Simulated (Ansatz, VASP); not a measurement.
## Two plane-wave programs on H2O

```
CELL_PARAMETERS angstrom
6.50949 0.00000 0.00000
0.00000 5.25642 0.00000
0.00000 0.00000 25.18315
ATOMIC_POSITIONS crystal
O 0.24292 0.41607 0.65747
H 0.10948 0.44083 0.67396
H 0.23978 0.24012 0.64136
```

Alike in both runs: task single point; functional PBE; dispersion D3(BJ); k mesh 3 × 3 × 1; occupations gaussian, width 0.05 eV; no spin polarisation.

```csv
,VASP,Ansatz
version,VASP 6.6.1,Ansatz 0.2.0
potentials or method,"VASP PAW PBE potentials, release 64 (O, H), cutoff 520 eV","scalar-relativistic, plane waves, PAW"
valence electrons in the cell,8,8
```

Ansatz gave:

| Quantity | Value |
| --- | --- |
| gap on the k mesh at the Fermi level (eV) | 5.60 |
| rms of the force components (eV/Å) | 0.784 |

Q: What did VASP give for the same quantities?

A: gap on the k mesh at the Fermi level (eV): 5.59; rms of the force components (eV/Å): 0.758.

Atom by atom the forces differ by 0.056 eV/Å (rms over components).
